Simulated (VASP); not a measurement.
# Si (a cell with a defect) in VASP: further runs, part 2 of 2

VASP 6.6.1. Earlier steps stand in the parts before.

## 3. Single point, PBEsol

INCAR

```
SYSTEM = Si
PREC     = Accurate       ! precision mode
ENCUT    = 520            ! plane-wave cutoff, eV
EDIFF    = 1E-7           ! SCF threshold, eV
ISMEAR   = 0              ! smearing method
SIGMA    = 0.02           ! smearing width, eV
LREAL    = Auto         
LASPH    = .True.         ! aspherical terms in the spheres
NELM     = 60             ! most SCF steps
ALGO     = Normal         ! electronic algorithm
ISIF     = 2              ! what is computed and relaxed
LWAVE    = .False.        ! write WAVECAR
LCHARG   = .False.        ! write CHGCAR
GGA      = PS             ! functional
NBANDS   = 48             ! bands
```

KPOINTS

```
Automatic mesh
0
Gamma
  2 2 2
  0 0 0
```

POSCAR

```
Si
1.0
    0.0000000000      5.4300000000      5.4300000000
    5.4300000000      0.0000000000      5.4300000000
    5.4300000000      5.4300000000      0.0000000000
Si
17
Direct
    0.0000097700     -0.0000491065      0.0001200981
    0.1246433428      0.1246420738      0.1246490874
    0.0030462049      0.0031138718      0.4969775311
    0.1245692931      0.1245663239      0.6262991765
    0.0031317378      0.4969422630      0.0030013317
    0.1246311145      0.6261021722      0.1246373731
    0.0030317800      0.4968677338      0.4969654681
    0.1312791431      0.6228955765      0.6229404537
    0.4969539022      0.0031706364      0.0029725141
    0.6261706868      0.1246068930      0.1246161332
    0.4968785146      0.0030715706      0.4969429408
    0.6228033994      0.1315913443      0.6228341385
    0.4969420653      0.4969086525      0.0029578092
    0.6231144303      0.6231003495      0.1306936225
    0.4999513462      0.5002439977      0.4994030567
    0.6227433538      0.6227214942      0.6227761605
    0.7499354353      0.7502956735      0.7492766949
```

Potentials or basis: VASP PAW PBE potentials, release 64 (Si).

Run with:

```console
cat potpaw_PBE.64/Si/POTCAR > POTCAR
mpirun -np 1 vasp_std > vasp.out
```

It took 11 min on 1 thread of Intel Xeon Platinum 8488C (Sapphire Rapids), shared host; peak memory 0.46 GiB.

The run converged. Its results:

```yaml
Free_energy: -93.9215 eV
Pressure: 3.5 GPa
Largest_force: 0.022 eV/Å
Band_gap_on_the_k_mesh: zero (band 34 reaches 6.81 eV, above the bottom of band 35 at 6.56 eV)
```

Forces on the atoms (eV/Å):
```
Si   0.000  0.000  0.000
Si  -0.012 -0.012 -0.014
Si  -0.001 -0.001 -0.017
Si   0.011  0.011 -0.011
Si   0.000 -0.016  0.000
Si   0.013 -0.011  0.012
Si   0.017 -0.001  0.000
Si  -0.004 -0.002  0.003
Si  -0.016 -0.001  0.001
Si  -0.011  0.013  0.011
Si  -0.001  0.017  0.000
Si  -0.003 -0.003  0.000
Si  -0.001 -0.001  0.016
Si   0.005  0.004 -0.006
Si   0.000  0.000  0.000
Si   0.001 -0.001  0.004
Si   0.002  0.004 -0.001
```

Levels at points of the mesh, in eV from the Fermi level:
```csv
k point,band 32,band 33,band 34,band 35,band 36,band 37
"(0.00, 0.00, 0.00)",-0.77,-0.77,-0.25,-0.24,-0.24,0.04
"(0.50, 0.00, 0.00)",-1.37,-1.37,-0.34,0.51,0.52,0.87
"(0.00, 0.50, 0.00)",-1.37,-1.37,-0.34,0.51,0.52,0.87
"(0.00, 0.00, 0.50)",-1.37,-1.37,-0.34,0.51,0.51,0.87
"(0.50, 0.50, 0.50)",-1.37,-1.37,-0.34,0.51,0.52,0.86
"(0.50, 0.50, 0.00)",-1.83,-0.97,0.01,0.71,1.03,1.03
"(0.00, 0.50, 0.50)",-1.83,-0.97,0.01,0.71,1.03,1.03
"(0.50, 0.00, 0.50)",-1.83,-0.97,0.01,0.71,1.03,1.03
```

Caveat: the k points lie up to 0.50 Å⁻¹ apart; the PAW data sets were made with another functional, which shifts forces and pressure a little.

## 4. Single point, PBEsol

INCAR

```
PREC = Accurate
ENCUT = 520
EDIFF = 1E-6
ISMEAR = 0
SIGMA = 0.02
LREAL = Auto
LASPH = True
NELM = 60
ALGO = Normal
ISIF = 2
LWAVE = False
LCHARG = False
GGA = PS
NBANDS = 48
```

KPOINTS

```
regular mesh
0
Gamma
  2 2 2
```

POSCAR

```
Si
1.0
    0.0000000000      5.4300000000      5.4300000000
    5.4300000000      0.0000000000      5.4300000000
    5.4300000000      5.4300000000      0.0000000000
Si
17
Direct
    0.0027109576      0.0025853591     -0.0066098527
    0.1288348066      0.1287791897      0.1212777164
    0.0027235727      0.0025292818      0.5014981584
    0.1255724678      0.1252634438      0.6246448435
   -0.0012837937      0.5012681400      0.0001856354
    0.1281098527      0.6224277164      0.1219179558
    0.0022289134      0.4940057090      0.5020132597
    0.1282138122      0.6223254144      0.6278305709
    0.5013776243     -0.0012741252      0.0001000921
    0.6225766114      0.1280158379      0.1218933702
    0.4943127993      0.0020336096      0.5019282689
    0.6225347145      0.1280656538      0.6277422652
    0.5007062615      0.5005558011      0.0001981584
    0.6251440147      0.6251237569      0.1249285451
    0.5008090239      0.5006103131      0.4986265193
    0.6222870166      0.6221247698      0.6278800184
    0.8757481584      0.8754105893      0.3745739411
```

Run with:

```console
cat potpaw_PBE.64/Si/POTCAR > POTCAR
mpirun -np 1 vasp_std > vasp.out
```

Run time: 7.5 min. Hardware: 1 thread of Intel Xeon Platinum 8488C (Sapphire Rapids), shared host; peak memory 0.46 GiB.

The run converged. Its results:

| Quantity | Value |
| --- | --- |
| Free energy | -93.9216 eV |
| Pressure | 3.5 GPa |
| Largest force | 0.018 eV/Å |
| Band gap on the k mesh | zero (band 34 reaches 6.81 eV, above the bottom of band 35 at 6.56 eV) |

Forces in eV/Å, atoms in the order of the input:
```
Si  -0.007 -0.007  0.009
Si  -0.001  0.003 -0.016
Si   0.009  0.009  0.010
Si   0.001 -0.001 -0.004
Si  -0.007  0.002 -0.012
Si   0.004  0.008  0.013
Si  -0.007  0.008 -0.004
Si  -0.005 -0.006  0.012
Si   0.002 -0.008 -0.015
Si   0.005  0.005  0.012
Si   0.008 -0.007 -0.004
Si  -0.005 -0.002  0.012
Si   0.013  0.009 -0.004
Si   0.000 -0.001 -0.003
Si  -0.009 -0.013 -0.009
Si   0.001  0.003  0.012
Si  -0.002 -0.003 -0.008
```

Levels at points of the mesh, in eV from the Fermi level:
| k point | band 31 | band 32 | band 33 | band 34 | band 35 | band 36 | band 37 | band 38 |
| --- | --- | --- | --- | --- | --- | --- | --- | --- |
| (0.00, 0.00, 0.00) | -0.78 | -0.78 | -0.77 | -0.25 | -0.24 | -0.24 | 0.03 | 0.04 |
| (0.50, 0.00, 0.00) | -1.52 | -1.37 | -1.36 | -0.34 | 0.51 | 0.51 | 0.86 | 0.87 |
| (0.00, 0.50, 0.00) | -1.52 | -1.37 | -1.36 | -0.34 | 0.51 | 0.51 | 0.86 | 0.87 |
| (0.00, 0.00, 0.50) | -1.52 | -1.37 | -1.37 | -0.34 | 0.51 | 0.52 | 0.86 | 0.87 |
| (0.50, 0.50, 0.50) | -1.52 | -1.37 | -1.37 | -0.34 | 0.51 | 0.52 | 0.86 | 0.87 |
| (0.50, 0.50, 0.00) | -1.96 | -1.83 | -0.97 | 0.01 | 0.71 | 1.03 | 1.04 | 1.13 |
| (0.00, 0.50, 0.50) | -1.96 | -1.83 | -0.97 | 0.01 | 0.71 | 1.03 | 1.04 | 1.13 |
| (0.50, 0.00, 0.50) | -1.96 | -1.83 | -0.97 | 0.01 | 0.71 | 1.03 | 1.04 | 1.13 |

Caveat: the k points lie up to 0.50 Å⁻¹ apart; the PAW data sets were made with another functional, which shifts forces and pressure a little.

## 5. Single point, PBEsol

INCAR

```
SYSTEM = Si
  PREC = Accurate
  ENCUT = 520
  EDIFF = 1E-6
  ISMEAR = 0
  SIGMA = 0.02
  LREAL = Auto
  LASPH = .True.
  NELM = 80
  ALGO = Normal
  ISIF = 2
  LWAVE = .False.
  LCHARG = .False.
  GGA = PS
  NBANDS = 48
```

KPOINTS

```
regular mesh
0
Gamma
  2 2 2
  0 0 0
```

POSCAR

```
Si
1.0
    0.0000000000      5.4300000000      5.4300000000
    5.4300000000      0.0000000000      5.4300000000
    5.4300000000      5.4300000000      0.0000000000
Si
17
Direct
    0.0000097606     -0.0000491713      0.0001200737
    0.1246433702      0.1246420810      0.1246490792
    0.0030462247      0.0031138122      0.4969775322
    0.1245692449      0.1245662983      0.6262992634
    0.0031317680      0.4969422652      0.0030013812
    0.1246311234      0.6261022099      0.1246373849
    0.0030317680      0.4968676796      0.4969654696
    0.1312790976      0.6228956722      0.6229404236
    0.4969538674      0.0031706262      0.0029724678
    0.6261706262      0.1246069061      0.1246161142
    0.4968784530      0.0030716390      0.4969429098
    0.6228034070      0.1315912523      0.6228341621
    0.4969419890      0.4969086556      0.0029578269
    0.6231144567      0.6231002762      0.1306936464
    0.4999512891      0.5002441068      0.4994030387
    0.6227433702      0.6227214549      0.6227761510
    0.7499354512      0.7502956722      0.7492767035
```

Run with:

```console
cat potpaw_PBE.64/Si/POTCAR > POTCAR
mpirun -np 1 vasp_std > vasp.out
```

Run time: 6.6 min. Hardware: 1 thread of Intel Xeon Platinum 8488C (Sapphire Rapids), shared host; peak memory 0.46 GiB.

Results (log left out):

```yaml
Free_energy: -93.9215 eV
Pressure: 3.5 GPa
Largest_force: 0.022 eV/Å
Band_gap_on_the_k_mesh: zero (band 34 reaches 6.81 eV, above the bottom of band 35 at 6.56 eV)
```

Forces on the atoms (eV/Å):
```
Si   0.000  0.000  0.000
Si  -0.012 -0.012 -0.014
Si  -0.001 -0.001 -0.017
Si   0.011  0.011 -0.011
Si   0.000 -0.016  0.000
Si   0.013 -0.011  0.012
Si   0.017 -0.001  0.000
Si  -0.004 -0.002  0.003
Si  -0.016 -0.001  0.001
Si  -0.011  0.013  0.011
Si  -0.001  0.017  0.000
Si  -0.003 -0.003  0.000
Si  -0.001 -0.001  0.016
Si   0.005  0.004 -0.006
Si   0.000  0.000  0.000
Si   0.001 -0.001  0.004
Si   0.002  0.004 -0.001
```

Levels at points of the mesh, in eV from the Fermi level:
| k point | band 32 | band 33 | band 34 | band 35 | band 36 | band 37 |
| --- | --- | --- | --- | --- | --- | --- |
| (0.00, 0.00, 0.00) | -0.77 | -0.77 | -0.24 | -0.24 | -0.24 | 0.04 |
| (0.50, 0.00, 0.00) | -1.37 | -1.37 | -0.34 | 0.51 | 0.52 | 0.87 |
| (0.00, 0.50, 0.00) | -1.37 | -1.37 | -0.34 | 0.51 | 0.52 | 0.87 |
| (0.00, 0.00, 0.50) | -1.37 | -1.37 | -0.34 | 0.51 | 0.51 | 0.87 |
| (0.50, 0.50, 0.50) | -1.37 | -1.37 | -0.34 | 0.51 | 0.52 | 0.87 |
| (0.50, 0.50, 0.00) | -1.83 | -0.97 | 0.01 | 0.71 | 1.03 | 1.03 |
| (0.00, 0.50, 0.50) | -1.83 | -0.97 | 0.01 | 0.71 | 1.03 | 1.03 |
| (0.50, 0.00, 0.50) | -1.83 | -0.97 | 0.01 | 0.71 | 1.03 | 1.03 |

Caveat: the k points lie up to 0.50 Å⁻¹ apart; the PAW data sets were made with another functional, which shifts forces and pressure a little.
